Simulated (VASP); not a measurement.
# AgH16O8F in VASP: a series of runs

Runs on AgH16O8F. Level: PBE+D3(BJ). Tasks: single point.

All numbers are computed with VASP 6.6.1; they aren't measurements. Logs are shortened: lines on timing, memory, paths and dates and some standing lists are left out, and cuts for length are marked.

### 1 The cell of the first run

The cell holds a disordered packing, 26 atoms: a = 7.174 Å, b = 7.174 Å, c = 7.174 Å, α = 90.00°, β = 90.00°, γ = 90.00°.

### 2 Single point, PBE+D3(BJ)

INCAR reads:

```
PREC = Accurate ; ENCUT = 520
EDIFF = 1E-6 ; ISMEAR = -1
SIGMA = 0.02 ; LREAL = False
LASPH = True ; NELM = 120
ALGO = Normal ; ISIF = 2
LWAVE = False ; LCHARG = False
GGA = PE ; IVDW = 12
NBANDS = 60 ; GGA_COMPAT = False
```

KPOINTS reads:

```
Automatic mesh
0
Gamma
  1 1 1
```

POSCAR reads:

```
AgH16O8F
1.0
    7.1738770000      0.0000000000      0.0000000000
    0.0000000000      7.1738770000      0.0000000000
    0.0000000000      0.0000000000      7.1738770000
O H Ag F
8 16 1 1
Direct
    0.1454722460      0.6744052066      0.6316249916
    0.4048159733      0.6562142061      0.3247198133
    0.4219336350      0.2309072207      0.7683850727
    0.9335398418      0.8523703431      0.0836925417
    0.4245542543      0.8350157105      0.9839867620
    0.7270266831      0.8339284323      0.4950879420
    0.9658793983      0.3007996931      0.0127267306
    0.4347440024      0.2436757697      0.3107245915
    0.2049240599      0.6777785568      0.5142268260
    0.0347232048      0.7577910801      0.6195673553
    0.4281366965      0.7119860014      0.1946924933
    0.3843946586      0.5154534989      0.3155337065
    0.4288894276      0.2331793534      0.6325171173
    0.5423845433      0.1900088334      0.8092834600
    0.8207556388      0.9361325821      0.0846822436
    0.9422798858      0.7958597562      0.2078095289
    0.5349687484      0.9148191417      0.9727376145
    0.4360403726      0.7401297792      0.8839292896
    0.7169066322      0.9663254611      0.4705405459
    0.6242928336      0.7644820228      0.4473452779
    0.9680678941      0.3748043074     -0.1014374793
    0.8323672123      0.2459757813      0.0237528466
    0.3318289399      0.1961143187      0.2437175881
    0.5386766458      0.2053840622      0.2223483899
    0.1643741592      0.0280183226      0.9371362236
    0.6603263479      0.0993744387      0.0345559312
```

Potentials or basis: VASP PAW PBE potentials, release 64 (O, H, Ag, F).

Started as:

```console
$ cat potpaw_PBE.64/O/POTCAR potpaw_PBE.64/H/POTCAR potpaw_PBE.64/Ag/POTCAR potpaw_PBE.64/F/POTCAR > POTCAR
$ mpirun -np 1 vasp_gam > vasp.out
```

OUTCAR:

```text
PREC = Accurate
   ENCUT = 520
   EDIFF = 1E-6
   ISMEAR = -1
   LREAL = False
   LASPH = True
   NELM = 120
   ISIF = 2
   GGA = PE
   IVDW = 12
 IVDW          = 12

 ion  position               nearest neighbor table
   1  0.145  0.674  0.632-   9 0.94  10 1.00
   2  0.405  0.656  0.325-  12 1.02  11 1.03
   3  0.422  0.231  0.768-  14 0.96  13 0.98  25 2.65
   4  0.934  0.852  0.084-  16 0.98  15 1.01  25 2.33
   5  0.425  0.835  0.984-  17 0.98  18 0.99  25 2.35
   6  0.727  0.834  0.495-  20 0.95  19 0.97
   7  0.966  0.301  0.013-  21 0.98  22 1.04  25 2.48
   8  0.435  0.244  0.311-  23 0.94  24 1.02
   9  0.205  0.678  0.514-   1 0.94
  10  0.035  0.758  0.620-   1 1.00
  11  0.428  0.712  0.195-   2 1.03
  12  0.384  0.515  0.316-   2 1.02
  13  0.429  0.233  0.633-   3 0.98
  14  0.542  0.190  0.809-   3 0.96
[... 8 lines left out ...]
  23  0.332  0.196  0.244-   8 0.94
  24  0.539  0.205  0.222-   8 1.02
  25  0.164  0.028  0.937-   4 2.33   5 2.35   7 2.48   3 2.65
  26  0.660  0.099  0.035-

  LATTYP: Found a simple cubic cell.
 ALAT       =     7.1738770000

  Lattice vectors:

 A1 = (   7.1738770000,   0.0000000000,   0.0000000000)
 A2 = (   0.0000000000,   7.1738770000,   0.0000000000)
 A3 = (   0.0000000000,   0.0000000000,   7.1738770000)

Analysis of symmetry for initial positions (statically):
=====================================================================
 Subroutine PRICEL returns:
 Original cell was already a primitive cell.

 Routine SETGRP: Setting up the symmetry group for a
 simple cubic supercell.

 Subroutine GETGRP returns: Found  1 space group operations
 (whereof  1 operations were pure point group operations)
 out of a pool of 48 trial point group operations.

The static configuration has the point symmetry C_1 .

Analysis of symmetry for dynamics (positions and initial velocities):
=====================================================================
 Subroutine PRICEL returns:
 Original cell was already a primitive cell.

 Routine SETGRP: Setting up the symmetry group for a
 simple cubic supercell.

 Subroutine GETGRP returns: Found  1 space group operations
 (whereof  1 operations were pure point group operations)
 out of a pool of 48 trial point group operations.

The dynamic configuration has the point symmetry C_1 .

 Subroutine INISYM returns: Found  1 space group operations
 (whereof  1 operations are pure point group operations),
 and found     1 'primitive' translations

----------------------------------------------------------------------------------------

                                     Primitive cell

  volume of cell :     369.2001

  direct lattice vectors                    reciprocal lattice vectors
     7.173877000  0.000000000  0.000000000     0.139394640  0.000000000  0.000000000
     0.000000000  7.173877000  0.000000000     0.000000000  0.139394640  0.000000000
     0.000000000  0.000000000  7.173877000     0.000000000  0.000000000  0.139394640

  length of vectors
     7.173877000  7.173877000  7.173877000     0.139394640  0.139394640  0.139394640

  position of ions in fractional coordinates (direct lattice)
     0.145472246  0.674405207  0.631624992
     0.404815973  0.656214206  0.324719813
     0.421933635  0.230907221  0.768385073
     0.933539842  0.852370343  0.083692542
     0.424554254  0.835015711  0.983986762
     0.727026683  0.833928432  0.495087942
[... 18 lines left out ...]
     0.164374159  0.028018323  0.937136224
     0.660326348  0.099374439  0.034555931

  ion indices of the primitive-cell ions
   primitive index   ion index
                 1           1
                 2           2
                 3           3
                 4           4
                 5           5
                 6           6
[... 18 lines left out ...]
                25          25
                26          26

----------------------------------------------------------------------------------------

 KPOINTS: Automatic mesh

Automatic generation of k-mesh.
 Grid dimensions read from file:
 generate k-points for:    1    1    1

 Generating k-lattice:

  Cartesian coordinates                     Fractional coordinates (reciprocal lattice)
     0.139394640  0.000000000  0.000000000     1.000000000  0.000000000  0.000000000
     0.000000000  0.139394640  0.000000000     0.000000000  1.000000000  0.000000000
     0.000000000  0.000000000  0.139394640     0.000000000  0.000000000  1.000000000

  Length of vectors
     0.139394640  0.139394640  0.139394640

  Shift w.r.t. Gamma in fractional coordinates (k-lattice)
     0.000000000  0.000000000  0.000000000

 Subroutine IBZKPT returns following result:
 ===========================================

 Found      1 irreducible k-points:

 Following reciprocal coordinates:
            Coordinates               Weight
  0.000000  0.000000  0.000000      1.000000
   k-points           NKPTS =      1   k-points in BZ     NKDIM =      1   number of bands    NBANDS=     60
   number of dos      NEDOS =    301   number of ions     NIONS =     26
   total plane-waves  NPLWV = 157464
   dimension x,y,z NGX =    54 NGY =   54 NGZ =   54
   dimension x,y,z NGXF=   108 NGYF=  108 NGZF=  108
   ions per type =               8  16   1   1
   NGX,Y,Z   is equivalent  to a cutoff of  12.51, 12.51, 12.51 a.u.
   NGXF,Y,Z  is equivalent  to a cutoff of  25.03, 25.03, 25.03 a.u.
 SYSTEM =  unknown system
   PREC   = accura    normal or accurate (medium, high low for compatibility)
   ISTART =      0    job   : 0-new  1-cont  2-samecut
   ICHARG =      2    charge: 1-file 2-atom 10-const
   ISPIN  =      1    spin polarized calculation?
   LNONCOLLINEAR =      F non collinear calculations
   LSORBIT =      F    spin-orbit coupling
   LASPH  =      T    aspherical Exc in radial PAW
   ENCUT  =  520.0 eV  38.22 Ry    6.18 a.u.  13.34 13.34 13.34*2*pi/ulx,y,z
   NELM   =    120;   NELMIN=  2; NELMDL= -5     # of ELM steps
   EDIFF  = 0.1E-05   stopping-criterion for ELM
   LREAL  =      F    real-space projection
   EDIFFG = 0.1E-04   stopping-criterion for IOM
   NSW    =      0    number of steps for IOM
   IBRION =     -1    ionic relax: 0-MD 1-quasi-New 2-CG
   NFREE  =      0    steps in history (QN), initial steepest desc. (CG)
   ISIF   =      2    stress and relaxation
   ISYM   =      2    0-nonsym 1-usesym 2-fastsym
   POTIM  = 0.5000    time-step for ionic-motion
   TEBEG  =    0.0;   TEEND  =   0.0 temperature during run
   PSTRESS=    0.0 pullay stress
   NELECT =      82.0000    total number of electrons
   NUPDOWN=      -1.0000    fix difference up-down
   EMIN   =  10.00;   EMAX   =-10.00  energy-range for DOS
   EFERMI =   0.00;   METHOD = LEGACY
   ISMEAR =    -1;   SIGMA  =   0.02  broadening in eV -4-tet -1-fermi 0-gaus
   EFERMI_NEDOS =   21; number of points for ismear=-14 and -15
   IALGO  =     38    algorithm
   IMIX   =      4    mixing-type and parameters
     AMIX     =   0.40;   BMIX     =  1.00
     AMIX_MAG =   1.60;   BMIX_MAG =  1.00
  volume/ion in A,a.u.               =      14.20        95.83
  Fermi-wavevector in a.u.,A,eV,Ry     =   0.991423  1.873517 13.373424  0.982919
  Thomas-Fermi vector in A             =   2.123163
   LORBIT       =      0    0 simple, 1 ext, 2 COOP (PROOUT), +10 PAW based schemes
   GGA     = PE    functional components
   LHFCALC =     F    Hartree Fock is set to
   AEXX    =    0.0000 exact exchange contribution
   IVDW    =    12    specifies the selected vdW correction
   LEPSILON=     F    determine dielectric tensor
   LRPA    =     F    only Hartree local field effects (RPA)
 non-spin polarized calculation
  energy-cutoff  :      520.00
  volume of cell :      369.20
 maximum number of plane-waves:      4922
 NGX is ok and might be reduce to    54
   NGX = 27   NGY = 27   NGZ = 27

 number of electron      82.0000001 magnetization

 Free energy of the ion-electron system (eV)
  ---------------------------------------------------
  ext. energy  EPLUGINS =         0.00000000
  ---------------------------------------------------
  free energy    TOTEN  =      -122.83348143 eV

  energy without entropy =     -122.83348143  energy(sigma->0) =     -122.83348143

 E-fermi :  -2.3761     XC(G=0):  -5.9913

 val. band max:       -2.8736212357   @ k =   0.0000   0.0000   0.0000
 cond. band min:      -0.1869763753   @ k =   0.0000   0.0000   0.0000
 fundamental gap:      2.6866448605
 Fermi energy:        -2.3761142015

 k-point     1 :       0.0000    0.0000    0.0000
  band No.  band energies     occupation
      1     -24.5403      2.00000
      2     -23.2285      2.00000
      3     -22.7418      2.00000
      4     -22.5867      2.00000
      5     -22.4709      2.00000
      6     -22.3651      2.00000
[... 45 lines left out ...]
     52       5.4884      0.00000
     53       5.5635      0.00000
 [bands above 53 left out]

------------------------ aborting loop because EDIFF is reached ----------------------------------------

 Edisp (eV)   -0.86444

 E8    (eV) :    -0.2109

  FORCE on cell =-STRESS in cart. coord.  units (eV):
  Direction    XX          YY          ZZ          XY          YZ          ZX
  --------------------------------------------------------------------------------------
  -------------------------------------------------------------------------------------
  Total      -0.84746    -4.39775    -2.35580     1.10004     0.24355     2.17801
  in kB      -3.67765   -19.08444   -10.22319     4.77372     1.05690     9.45169
  external pressure =      -11.00 kB  Pullay stress =        0.00 kB

 VOLUME and BASIS-vectors are now :
 -----------------------------------------------------------------------------
  energy-cutoff  :      520.00
  volume of cell :      369.20
      direct lattice vectors                 reciprocal lattice vectors
     7.173877000  0.000000000  0.000000000     0.139394640  0.000000000  0.000000000
     0.000000000  7.173877000  0.000000000     0.000000000  0.139394640  0.000000000
     0.000000000  0.000000000  7.173877000     0.000000000  0.000000000  0.139394640

 POSITION                                       TOTAL-FORCE (eV/Angst)
 -----------------------------------------------------------------------------------
      1.04360      4.83810      4.53120        -1.768538      0.692298      1.839359
      2.90410      4.70760      2.32950         0.003804     -0.810822     -0.772080
      3.02690      1.65650      5.51230        -0.965500      0.288743     -0.601564
      6.69710      6.11480      0.60040        -0.534467      0.107467      0.284125
      3.04570      5.99030      7.05900        -0.160090     -1.326120     -0.692962
      5.21560      5.98250      3.55170         1.986973      0.539659      0.910360
[... 18 lines left out ...]
      1.17920      0.20100      6.72290         0.056075      0.311584     -0.055515
      4.73710      0.71290      0.24790         0.207248      0.071200      0.145352
 -----------------------------------------------------------------------------------
    total drift:                               -0.000748     -0.000494      0.001493

  FREE ENERGIE OF THE ION-ELECTRON SYSTEM (eV)
  ---------------------------------------------------
  free  energy   TOTEN  =      -123.6979215270 eV

  energy  without entropy=     -123.6979215270  energy(sigma->0) =     -123.69792153
```

Wall time 85 s (1 thread of Intel Xeon 8259CL, shared host); peak memory 0.39 GiB.

What came out:

| Property | Result |
| --- | --- |
| Free energy | -123.6979 eV |
| Pressure | -1.1 GPa |
| Largest force | 2.644 eV/Å |
| Dispersion energy per atom | -0.033 eV |

Forces in eV/Å, atoms in the order of the input:
```
O   -1.769  0.692  1.839
O    0.004 -0.811 -0.772
O   -0.966  0.289 -0.602
O   -0.534  0.107  0.284
O   -0.160 -1.326 -0.693
O    1.987  0.540  0.910
O   -0.916 -0.572 -0.116
O    1.968  0.314  0.070
H    1.067  0.162 -1.759
H    0.668 -0.804 -0.008
H   -0.562 -0.825  1.169
H    0.665  1.505 -0.286
H   -0.163  0.019 -0.113
H    0.800 -0.371  0.697
H    0.454 -0.244  0.033
H   -0.084  0.197 -0.277
H    0.449  0.685  0.222
H   -0.330  0.523  0.434
H   -0.530 -0.171 -0.219
H   -1.483 -0.408 -0.748
H   -0.006  0.099  0.163
H    1.256  0.273 -0.258
H   -1.561 -0.531 -0.583
H   -0.517  0.274  0.520
Ag   0.056  0.312 -0.056
F    0.207  0.071  0.145
```

Levels at points of the mesh, in eV from the Fermi level:
| k point | band 39 | band 40 | band 41 | band 42 | band 43 | band 44 |
| --- | --- | --- | --- | --- | --- | --- |
| (0.00, 0.00, 0.00) | -1.71 | -1.54 | -0.50 | 2.19 | 4.76 | 4.89 |

Caveat: the k points lie up to 0.88 Å⁻¹ apart.

### 3 Single point, PBE+D3(BJ)

INCAR reads:

```
SYSTEM = AgH16O8F
PREC     = Accurate       ! precision mode
ENCUT    = 520            ! plane-wave cutoff, eV
EDIFF    = 1E-6           ! SCF threshold, eV
ISMEAR   = -1             ! smearing method
SIGMA    = 0.02           ! smearing width, eV
LREAL    = .FALSE.        ! projectors in reciprocal space
LASPH    = .TRUE.         ! aspherical terms in the spheres
NELM     = 120            ! most SCF steps
ALGO     = Normal         ! electronic algorithm
ISIF     = 2              ! what is computed and relaxed
LWAVE    = .FALSE.        ! write WAVECAR
LCHARG   = .FALSE.        ! write CHGCAR
GGA      = PE             ! functional
IVDW     = 12             ! dispersion correction
NBANDS   = 60             ! bands
GGA_COMPAT= .FALSE.
```

KPOINTS reads:

```
Automatic mesh
0
G
  1 1 1
  0 0 0
```

POSCAR reads:

```
AgH16O8F
1.0
    7.1738770000      0.0000000000      0.0000000000
    0.0000000000      7.1738770000      0.0000000000
    0.0000000000      0.0000000000      7.1738770000
O H Ag F
8 16 1 1
Direct
    0.1431164766      0.6615530208      0.6325171173
    0.4176820985      0.6554057172      0.3353277454
    0.4090675098      0.2179574587      0.7546686401
    0.9128257984      0.8438812096      0.0783676665
    0.4255439562      0.8340260085      1.0007280582
    0.6968338041      0.8258435432      0.4979873505
    0.9825649366      0.3416841409     -0.0247704275
    0.4419088869      0.2917669205      0.2823299033
    0.2221532374      0.6512099385      0.5212941343
    0.0246589118      0.6962762255      0.5813592845
    0.4204839308      0.7155823831      0.2039901158
    0.4044535472      0.5196353380      0.3068076021
    0.4402361512      0.1942046121      0.6226479768
    0.5140595525      0.1904967147      0.8310569027
    0.8133119651      0.9444544421      0.0741858273
    0.9304174019      0.8251047516      0.2108901505
    0.5299644809      0.9295670946      1.0136081229
    0.4505931730      0.7640638388      0.8883062812
    0.6628912093      0.9552575267      0.4992000839
    0.5909356963      0.7600074548      0.4505652941
    1.0152251007      0.4665120408     -0.0680245842
    0.8499866948      0.3170670476      0.0045860836
    0.3027790970      0.2588000882      0.2614625258
    0.5204856453      0.2307120682      0.1794148408
    0.1536268325      0.0351971465      0.9449980812
    0.6721330739      0.1002944433      0.0244080014
```

Potentials or basis: VASP PAW PBE potentials, release 64 (O, H, Ag, F).

Started as:

```console
$ cat potpaw_PBE.64/O/POTCAR potpaw_PBE.64/H/POTCAR potpaw_PBE.64/Ag/POTCAR potpaw_PBE.64/F/POTCAR > POTCAR
$ mpirun -np 1 vasp_gam > vasp.out
```

It took 91 s on 1 thread of Intel Xeon 8259CL, shared host; peak memory 0.39 GiB.

It converged, with:

```yaml
Free_energy: -123.5990 eV
Pressure: -1.3 GPa
Largest_force: 2.453 eV/Å
Dispersion_energy_per_atom: -0.033 eV
```

Forces in eV/Å, atoms in the order of the input:
```
O    0.498 -0.135  0.264
O   -0.646  0.316 -1.477
O   -1.449  0.171 -1.269
O   -0.003  0.568 -0.116
O    0.189  0.593  0.413
O    1.906  0.530  0.819
O    0.267 -0.772  0.326
O   -1.707 -1.227 -0.877
H    0.385  0.106 -0.041
H   -0.950  0.267 -0.083
H   -0.132 -0.486  1.328
H    0.652  0.298  0.197
H   -0.059  0.179  0.754
H    1.432 -0.459  0.650
H    0.227 -0.230 -0.250
H    0.034 -0.204  0.344
H   -0.251 -0.193 -0.235
H    0.013 -0.178 -0.354
H   -0.089  0.509  0.008
H   -1.334 -0.990 -0.767
H   -0.595 -0.156 -0.028
H    0.575  0.466 -0.386
H    2.440  0.251 -0.007
H   -0.798  0.317  0.796
Ag  -0.055  0.093 -0.210
F   -0.549  0.367  0.202
```

Stress tensor (GPa, compression positive):
```
-1.47 -0.28  1.40
-0.28 -0.85  0.24
 1.40  0.24 -1.70
```

Levels at points of the mesh, in eV from the Fermi level:
```csv
k point,band 37,band 38,band 39,band 40,band 41,band 42,band 43,band 44,band 45,band 46
"(0.00, 0.00, 0.00)",-1.65,-1.59,-1.44,-1.36,-0.56,2.29,4.87,5.03,5.63,5.73
```

Caveat: the k points lie up to 0.88 Å⁻¹ apart.

[end of part 1 of 2]
